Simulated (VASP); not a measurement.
# ZnO (Pm-3m) in VASP: relaxation of cell and atoms with PBE

Aim: the relaxation of cell and atoms of ZnO with PBE.

All numbers are computed with VASP 6.6.1; they aren't measurements. Logs are shortened: lines on timing, memory, paths and dates and some standing lists are left out, and cuts for length are marked.

## 1. The cell of the first run

It takes space group Pm-3m (No. 221, cubic). Conventional cell: a = 4.100 Å, b = 4.100 Å, c = 4.100 Å, α = 90.00°, β = 90.00°, γ = 90.00°. Zn (site symmetry 4/mmm) has 4 O at 2.05 Å within 2.7 Å. Within 2.7 Å of O (site symmetry 4/mmm) lie 4 Zn at 2.05 Å.

The cell was generated, and may not be a known phase.

## 2. Relaxation of cell and atoms, PBE

The input, INCAR:

```
SYSTEM = ZnO
PREC = Accurate
ENCUT = 600
EDIFF = 1E-6
ISMEAR = 0
SIGMA = 0.1
LREAL = .False.
LASPH = .True.
NELM = 60
ALGO = Normal
ISIF = 3
LWAVE = .False.
LCHARG = .False.
GGA = PE
IBRION = 2
NSW = 100
EDIFFG = -0.01
```

The input, KPOINTS:

```
regular mesh
0
Gamma
  10 10 10
  0 0 0
```

The input, POSCAR:

```
ZnO
1.0
    4.1004532663      0.0000000000      0.0000000000
    0.0000000000      4.1004532663      0.0000000000
    0.0000000000      0.0000000000      4.1004532663
Zn O
3 3
Direct
    0.5000000000      0.0000000000      0.0000000000
    0.0000000000      0.5000000000      0.0000000000
    0.0000000000      0.0000000000      0.5000000000
    0.0000000000      0.5000000000      0.5000000000
    0.5000000000      0.0000000000      0.5000000000
    0.5000000000      0.5000000000      0.0000000000
```

Potentials or basis: VASP PAW PBE potentials, release 64 (Zn, O).

Launch:

```
cat potpaw_PBE.64/Zn/POTCAR potpaw_PBE.64/O/POTCAR > POTCAR
mpirun -np 1 vasp_std > vasp.out
```

OUTCAR:

```text
SYSTEM = ZnO
   PREC = Accurate
   ENCUT = 600
   EDIFF = 1E-6
   ISMEAR = 0
   LREAL = .False.
   LASPH = .True.
   NELM = 60
   ISIF = 3
   GGA = PE
   IBRION = 2
   NSW = 100
   EDIFFG = -0.01

 ion  position               nearest neighbor table
   1  0.500  0.000  0.000-   5 2.05   6 2.05   5 2.05   6 2.05   3 2.90   2 2.90   2 2.90   3 2.90
                             2 2.90   3 2.90   3 2.90   2 2.90
   2  0.000  0.500  0.000-   4 2.05   6 2.05   4 2.05   6 2.05   3 2.90   1 2.90   1 2.90   3 2.90
                             3 2.90   1 2.90   3 2.90   1 2.90
   3  0.000  0.000  0.500-   4 2.05   5 2.05   4 2.05   5 2.05   1 2.90   2 2.90   2 2.90   1 2.90
                             2 2.90   1 2.90   2 2.90   1 2.90
   4  0.000  0.500  0.500-   2 2.05   3 2.05   2 2.05   3 2.05
   5  0.500  0.000  0.500-   1 2.05   3 2.05   1 2.05   3 2.05
   6  0.500  0.500  0.000-   1 2.05   2 2.05   1 2.05   2 2.05

  LATTYP: Found a simple cubic cell.
 ALAT       =     4.1004532663

  Lattice vectors:

 A1 = (   4.1004532663,   0.0000000000,   0.0000000000)
 A2 = (   0.0000000000,   4.1004532663,   0.0000000000)
 A3 = (   0.0000000000,   0.0000000000,   4.1004532663)

Analysis of symmetry for initial positions (statically):
=====================================================================
 Subroutine PRICEL returns:
 Original cell was already a primitive cell.

 Routine SETGRP: Setting up the symmetry group for a
 simple cubic supercell.

 Subroutine GETGRP returns: Found 48 space group operations
 (whereof 48 operations were pure point group operations)
 out of a pool of 48 trial point group operations.

The static configuration has the point symmetry O_h .

Analysis of symmetry for dynamics (positions and initial velocities):
=====================================================================
 Subroutine PRICEL returns:
 Original cell was already a primitive cell.

 Routine SETGRP: Setting up the symmetry group for a
 simple cubic supercell.

 Subroutine GETGRP returns: Found 48 space group operations
 (whereof 48 operations were pure point group operations)
 out of a pool of 48 trial point group operations.

The dynamic configuration has the point symmetry O_h .

 Subroutine INISYM returns: Found 48 space group operations
 (whereof 48 operations are pure point group operations),
 and found     1 'primitive' translations
[... 103 lines left out ...]
   EDIFF  = 0.1E-05   stopping-criterion for ELM
   LREAL  =      F    real-space projection
   EDIFFG = -.1E-01   stopping-criterion for IOM
   NSW    =    100    number of steps for IOM
   IBRION =      2    ionic relax: 0-MD 1-quasi-New 2-CG
   NFREE  =      1    steps in history (QN), initial steepest desc. (CG)
   ISIF   =      3    stress and relaxation
   ISYM   =      2    0-nonsym 1-usesym 2-fastsym
   POTIM  = 0.5000    time-step for ionic-motion
   TEBEG  =    0.0;   TEEND  =   0.0 temperature during run
   PSTRESS=    0.0 pullay stress
   NELECT =      54.0000    total number of electrons
   NUPDOWN=      -1.0000    fix difference up-down
   EMIN   =  10.00;   EMAX   =-10.00  energy-range for DOS
   EFERMI =   0.00;   METHOD = LEGACY
   ISMEAR =     0;   SIGMA  =   0.10  broadening in eV -4-tet -1-fermi 0-gaus
   EFERMI_NEDOS =   21; number of points for ismear=-14 and -15
   IALGO  =     38    algorithm
   IMIX   =      4    mixing-type and parameters
     AMIX     =   0.40;   BMIX     =  1.00
     AMIX_MAG =   1.60;   BMIX_MAG =  1.00
  volume/ion in A,a.u.               =      11.49        77.54
  Fermi-wavevector in a.u.,A,eV,Ry     =   1.509064  2.851717 30.984181  2.277273
  Thomas-Fermi vector in A             =   2.619435
   LORBIT       =      0    0 simple, 1 ext, 2 COOP (PROOUT), +10 PAW based schemes
   GGA     = PE    functional components
   LHFCALC =     F    Hartree Fock is set to
   AEXX    =    0.0000 exact exchange contribution
   IVDW    =     0    specifies the selected vdW correction
   LEPSILON=     F    determine dielectric tensor
   LRPA    =     F    only Hartree local field effects (RPA)
 conjugate gradient relaxation of ions
 non-spin polarized calculation
 Gauss-broadening in eV      SIGMA  =   0.10
  energy-cutoff  :      600.00
  volume of cell :       68.94
 maximum number of plane-waves:      2325
 NGX is ok and might be reduce to    36
   NGX = 17   NGY = 17   NGZ = 17

--------------------------------------- Ionic step        1  -------------------------------------------

 number of electron      53.9999934 magnetization

 Free energy of the ion-electron system (eV)
  ---------------------------------------------------
  ext. energy  EPLUGINS =         0.00000000
  ---------------------------------------------------
  free energy    TOTEN  =       -22.05350495 eV

  energy without entropy =      -22.03548332  energy(sigma->0) =      -22.04449413

------------------------ aborting loop because EDIFF is reached ----------------------------------------

  FORCE on cell =-STRESS in cart. coord.  units (eV):
  Direction    XX          YY          ZZ          XY          YZ          ZX
  --------------------------------------------------------------------------------------
  -------------------------------------------------------------------------------------
  Total        0.7008847      0.7008847      0.7008847     -0.0000000     -0.0000000      0.0000000
  in kB       16.2877684     16.2877684     16.2877684     -0.0000000     -0.0000000      0.0000000
  external PRESSURE =      16.2877684 kB  Pullay stress =       0.0000000 kB
[... 67 lines left out ...]
--------------------------------------- Ionic step        3  -------------------------------------------

 number of electron      53.9999943 magnetization

 Free energy of the ion-electron system (eV)
  ---------------------------------------------------
  ext. energy  EPLUGINS =         0.00000000
  ---------------------------------------------------
  free energy    TOTEN  =       -22.05654569 eV

  energy without entropy =      -22.03830816  energy(sigma->0) =      -22.04742693

 E-fermi :   1.6996     XC(G=0): -11.2675

 val. band max:        1.6880796855   @ k =   0.5000   0.5000   0.1000
 cond. band min:       1.7088786936   @ k =   0.4000   0.4000   0.3000
 fundamental gap:      0.0207990081
 Fermi energy:         1.6996171577

 k-point     1 :       0.0000    0.0000    0.0000
  band No.  band energies     occupation
      1     -16.3781      2.00000
      2     -15.1273      2.00000
      3     -15.1273      2.00000
      4      -5.5605      2.00000
      5      -4.8973      2.00000
      6      -4.8973      2.00000
[... 829 lines left out ...]
     31       7.4499      0.00000
     32       9.1044      0.00000

 [... further k-points ...]
[... 5 lines left out ...]
  --------------------------------------------------------------------------------------
  -------------------------------------------------------------------------------------
  Total        0.0384675      0.0384675      0.0384675      0.0000000      0.0000000     -0.0000000
  in kB        0.8850028      0.8850028      0.8850028      0.0000000      0.0000000     -0.0000000
  external PRESSURE =       0.8850028 kB  Pullay stress =       0.0000000 kB
[... 21 lines left out ...]
  FREE ENERGIE OF THE ION-ELECTRON SYSTEM (eV)
  ---------------------------------------------------
  free  energy   TOTEN  =       -22.0565456913 eV

  energy  without entropy=      -22.0383081609  energy(sigma->0) =      -22.04742693

 reached required accuracy - stopping structural energy minimisation
```

OSZICAR:

```text
N       E                     dE             d eps       ncg     rms          rms(c)
DAV:   1     0.527625921107E+03    0.52763E+03   -0.30198E+04  3616   0.274E+03
DAV:   2     0.380408164363E+02   -0.48959E+03   -0.47410E+03  3872   0.546E+02
DAV:   3    -0.272604373998E+02   -0.65301E+02   -0.64119E+02  4112   0.189E+02
DAV:   4    -0.291237549221E+02   -0.18633E+01   -0.18610E+01  4032   0.346E+01
[... 27 lines left out ...]
DAV:   3    -0.220574869574E+02    0.18450E-02   -0.23548E-03  3632   0.396E-01    0.250E-01
DAV:   4    -0.220565741519E+02    0.91281E-03   -0.44064E-04  5368   0.380E-01    0.494E-02
DAV:   5    -0.220565503765E+02    0.23775E-04   -0.27119E-04  4296   0.187E-01    0.255E-02
DAV:   6    -0.220565461896E+02    0.41868E-05   -0.68391E-05  4568   0.831E-02    0.777E-03
DAV:   7    -0.220565456913E+02    0.49832E-06   -0.41985E-06  3216   0.175E-02
   3 F= -.22056546E+02 E0= -.22047427E+02  d E =-.304074E-02
```

Run time: 8.5 min. Hardware: 1 thread of AMD EPYC 7R13, shared host; peak memory 0.29 GiB.

What came out:

* Free energy: -22.0565 eV
* Relaxed volume: 11.61 Å³/atom
* Relaxed cell: a = 4.114 Å, b = 4.114 Å, c = 4.114 Å, α = 90.00°, β = 90.00°, γ = 90.00°
* Space group after relaxing (to 0.1 Å): Pm-3m (No. 221)
* Energy gained by relaxing: 0.5 meV/atom
* Ionic steps: 3
* Pressure after relaxing: 0.1 GPa
* Band gap on the k mesh: zero (bands 27 and 28 overlap by 0.64 eV)

Step by step:
| step | energy change (eV) | largest force (eV/Å) | pressure (GPa) | volume (Å³) |
| --- | --- | --- | --- | --- |
| 1 | 0.0000 | 0.0000 | 1.63 | 68.94 |
| 2 | -0.0021 | 0.0000 | -0.75 | 70.12 |
| 3 | -0.0030 | 0.0000 | 0.09 | 69.64 |

Final structure:
```yaml
crystal:
  lattice:
    - [4.11421, 0.00000, 0.00000]
    - [0.00000, 4.11421, 0.00000]
    - [0.00000, 0.00000, 4.11421]
  atoms:
    - { symbol: Zn, position: [0.50000, 0.00000, 0.00000] }
    - { symbol: Zn, position: [0.00000, 0.50000, 0.00000] }
    - { symbol: Zn, position: [0.00000, 0.00000, 0.50000] }
    - { symbol: O, position: [0.00000, 0.50000, 0.50000] }
    - { symbol: O, position: [0.50000, 0.00000, 0.50000] }
    - { symbol: O, position: [0.50000, 0.50000, 0.00000] }
```

Caveat: semilocal functionals underestimate gaps, and a narrow one can read as zero.

The gap in the log of VASP goes by the Fermi energy; the results here count the filled bands.